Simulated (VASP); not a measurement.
# MgO (P-6m2) in VASP: further runs, part 2 of 2

VASP 6.6.1.

### 5 Single point, PBE

The input, INCAR:

```
PREC = Accurate ; ENCUT = 600
EDIFF = 1E-6 ; ISMEAR = 0
SIGMA = 0.01 ; LREAL = False
LASPH = True ; NELM = 120
ALGO = Normal ; ISIF = 2
LWAVE = False ; LCHARG = False
GGA = PE ; NBANDS = 11
GGA_COMPAT = False
```

The input, KPOINTS:

```
regular mesh
0
Gamma
  6 6 6
```

The input, POSCAR:

```
MgO
1.0
    2.9380209034      0.0000000000      0.0000000000
   -1.4690104517      2.5444007392      0.0000000000
    0.0000000000      0.0000000000      2.6796800000
Mg O
1 1
Direct
    0.0000000000      0.0000000000      0.0000000000
    0.3333333333      0.6666666667      0.5000000000
```

Potentials or basis: VASP PAW PBE potentials, release 64 (Mg, O).

Started as:

```bash
> cat potpaw_PBE.64/Mg/POTCAR potpaw_PBE.64/O/POTCAR > POTCAR
> mpirun -np 1 vasp_std > vasp.out
```

OUTCAR:

```text
PREC = Accurate
   ENCUT = 600
   EDIFF = 1E-6
   ISMEAR = 0
   LREAL = False
   LASPH = True
   NELM = 120
   ISIF = 2
   GGA = PE

 ion  position               nearest neighbor table
   1  0.000  0.000  0.000-   2 2.16   2 2.16   2 2.16   2 2.16   2 2.16   2 2.16
   2  0.333  0.667  0.500-   1 2.16   1 2.16   1 2.16   1 2.16   1 2.16   1 2.16

  LATTYP: Found a hexagonal cell.
 ALAT       =     2.9380209034
 C/A-ratio  =     0.9120697531

  Lattice vectors:

 A1 = (   2.9380209034,   0.0000000000,   0.0000000000)
 A2 = (  -1.4690104517,   2.5444007392,   0.0000000000)
 A3 = (   0.0000000000,   0.0000000000,   2.6796800000)

Analysis of symmetry for initial positions (statically):
=====================================================================
 Subroutine PRICEL returns:
 Original cell was already a primitive cell.

 Routine SETGRP: Setting up the symmetry group for a
 hexagonal supercell.

 Subroutine GETGRP returns: Found 12 space group operations
 (whereof 12 operations were pure point group operations)
 out of a pool of 24 trial point group operations.

The static configuration has the point symmetry D_3h.

Analysis of symmetry for dynamics (positions and initial velocities):
=====================================================================
 Subroutine PRICEL returns:
 Original cell was already a primitive cell.

 Routine SETGRP: Setting up the symmetry group for a
 hexagonal supercell.

 Subroutine GETGRP returns: Found 12 space group operations
 (whereof 12 operations were pure point group operations)
 out of a pool of 24 trial point group operations.

The dynamic configuration has the point symmetry D_3h.

 Subroutine INISYM returns: Found 12 space group operations
 (whereof 12 operations are pure point group operations),
 and found     1 'primitive' translations

----------------------------------------------------------------------------------------

[... 119 lines left out ...]
   AEXX    =    0.0000 exact exchange contribution
   IVDW    =     0    specifies the selected vdW correction
   LEPSILON=     F    determine dielectric tensor
   LRPA    =     F    only Hartree local field effects (RPA)
 non-spin polarized calculation
 Gauss-broadening in eV      SIGMA  =   0.01
  energy-cutoff  :      600.00
  volume of cell :       20.03
 maximum number of plane-waves:       684
 NGX is ok and might be reduce to    24
   NGX = 11   NGY = 11   NGZ = 11

 number of electron       7.9999996 magnetization

 Free energy of the ion-electron system (eV)
  ---------------------------------------------------
  ext. energy  EPLUGINS =         0.00000000
  ---------------------------------------------------
  free energy    TOTEN  =       -11.23193768 eV

  energy without entropy =      -11.23193768  energy(sigma->0) =      -11.23193768

 E-fermi :   3.3993     XC(G=0): -10.7329

 val. band max:        3.3047276392   @ k =   0.3333   0.3333   0.0000
 cond. band min:       6.3027410245   @ k =   0.0000   0.0000   0.0000
 fundamental gap:      2.9980133854
 Fermi energy:         3.3993415536

 k-point     1 :       0.0000    0.0000    0.0000
  band No.  band energies     occupation
      1     -14.1280      2.00000
      2       2.7023      2.00000
      3       2.7023      2.00000
      4       2.9032      2.00000
      5       6.3027      0.00000
      6      15.1734      0.00000
      7      18.8684      0.00000
      8      18.8684      0.00000
      9      23.1318      0.00000
     10      24.1765      0.00000
     11      25.7952      0.00000
[... 309 lines left out ...]
 k-point    24 :       0.3333    0.0000    0.5000
  band No.  band energies     occupation
      1     -12.5353      2.00000
      2      -0.8833      2.00000
      3       0.6531      2.00000
      4       2.6507      2.00000
      5       9.9416      0.00000
      6      14.4672      0.00000
      7      17.9206      0.00000
      8      17.9459      0.00000
      9      18.8853      0.00000
     10      24.5766      0.00000
     11      24.9011      0.00000

 [... further k-points ...]

------------------------ aborting loop because EDIFF is reached ----------------------------------------

  FORCE on cell =-STRESS in cart. coord.  units (eV):
  Direction    XX          YY          ZZ          XY          YZ          ZX
  --------------------------------------------------------------------------------------
  -------------------------------------------------------------------------------------
  Total       -0.1071059     -0.1071059     -0.1157595     -0.0000000      0.0000000      0.0000000
  in kB       -8.5664416     -8.5664416     -9.2585686     -0.0000000      0.0000000      0.0000000
  external PRESSURE =      -8.7971506 kB  Pullay stress =       0.0000000 kB

 VOLUME and BASIS-vectors are now :
 -----------------------------------------------------------------------------
  energy-cutoff  :      600.00
  volume of cell :       20.03
      direct lattice vectors                 reciprocal lattice vectors
     2.938020903  0.000000000  0.000000000     0.340365175  0.196509926  0.000000000
    -1.469010452  2.544400739  0.000000000     0.000000000  0.393019851  0.000000000
     0.000000000  0.000000000  2.679680000     0.000000000  0.000000000  0.373178887

 POSITION                                       TOTAL-FORCE (eV/Angst)
 -----------------------------------------------------------------------------------
      0.00000      0.00000      0.00000         0.000000      0.000000      0.000000
     -0.00000      1.69627      1.33984         0.000000      0.000000      0.000000
 -----------------------------------------------------------------------------------
    total drift:                                0.000000     -0.000000     -0.000000

  FREE ENERGIE OF THE ION-ELECTRON SYSTEM (eV)
  ---------------------------------------------------
  free  energy   TOTEN  =       -11.2319376765 eV

  energy  without entropy=      -11.2319376765  energy(sigma->0) =      -11.23193768
```

stdout:

```text
POSCAR found type information on POSCAR MgO
 POSCAR found :  2 types and       2 ions
 scaLAPACK will be used
 LDA part: xc-table for (Slater+PW92), standard interpolation
 POSCAR, INCAR and KPOINTS ok, starting setup
 FFT: planning ... GRIDC
 FFT: planning ... GRID_SOFT
 FFT: planning ... GRID
 WAVECAR not read
 entering main loop
```

It took 4.1 s on 1 thread of Intel Xeon 6975P-C, shared host; peak memory 0.14 GiB.

What came out:

* Free energy: -11.2319 eV
* Pressure: -0.9 GPa
* Band gap on the k mesh: 3.00 eV, indirect (least direct gap 3.40 eV)

A k mesh can miss the band edges.

### 6 Single point, PBE+D3(BJ)

The input, INCAR:

```
SYSTEM = MgO
ALGO = Normal
EDIFF = 1E-6
ENCUT = 600
GGA = PE
GGA_COMPAT = .False.
ISIF = 2
ISMEAR = 0
IVDW = 12
LASPH = .True.
LCHARG = .False.
LREAL = .False.
LWAVE = .False.
NBANDS = 11
NELM = 120
PREC = Accurate
SIGMA = 0.1
```

The input, KPOINTS:

```
k-points
0
Gamma
  6 6 6
  0 0 0
```

POSCAR is that of step 5.

Potentials or basis: VASP PAW PBE potentials, release 64 (Mg, O).

Started as:

```bash
> cat potpaw_PBE.64/Mg/POTCAR potpaw_PBE.64/O/POTCAR > POTCAR
> mpirun -np 1 vasp_std > vasp.out
```

Wall time 5.9 s (1 thread of Intel Xeon 6975P-C, shared host); peak memory 0.15 GiB.

It converged, with:

| Property | Result |
| --- | --- |
| Free energy | -11.7802 eV |
| Pressure | -5.3 GPa |
| Band gap on the k mesh | 3.00 eV, indirect (least direct gap 3.40 eV) |
| Dispersion energy per atom | -0.274 eV |

Levels at points of the mesh, in eV from the valence-band top:
| k point | band 1 | band 2 | band 3 | band 4 | band 5 | band 6 | band 7 | band 8 | band 9 |
| --- | --- | --- | --- | --- | --- | --- | --- | --- | --- |
| (0.00, 0.00, 0.00) | -17.43 | -0.60 | -0.60 | -0.40 | 3.00 | 11.87 | 15.56 | 15.56 | 19.83 |
| (0.50, 0.00, 0.00) | -16.40 | -4.88 | -1.31 | -0.05 | 6.59 | 10.53 | 13.09 | 17.79 | 18.86 |
| (0.00, 0.00, 0.50) | -16.36 | -5.35 | -0.10 | -0.10 | 8.28 | 9.00 | 17.55 | 17.55 | 18.50 |
| (0.50, 0.00, 0.50) | -15.64 | -3.71 | -3.35 | -0.82 | 5.82 | 11.41 | 13.96 | 14.85 | 15.20 |

Caveat: three body term missing. PBE gaps usually lie below the measured ones, often by a third to a half.

### 7 The runs side by side

```tsv
level	smearing	gap on the mesh (eV)	pressure (GPa)
PBE	fermi-dirac 0.025852 eV	3.00	-0.9
PBE	fermi-dirac 0.0861733 eV	3.00	-0.9
PBE	gaussian 0.01 eV	3.00	-0.9
PBE+D3(BJ)	gaussian 0.1 eV	3.00	-5.3
```

Alike in all rows: task single point; potentials or basis VASP PAW PBE potentials, release 64 (Mg, O); no spin polarisation; cell as given; k mesh 6 × 6 × 6; cutoff (eV) 600.

On the cell as given the gap runs from 3.00 eV (PBE) to 3.00 eV (PBE). The pressure there spans -5.3 GPa (PBE+D3(BJ)) to -0.9 GPa (PBE); a positive pressure means that this level wants a larger cell, a negative one a smaller.

Caveats: three body term missing (some runs).

Absolute energies hang on the potentials; compare differences alone.
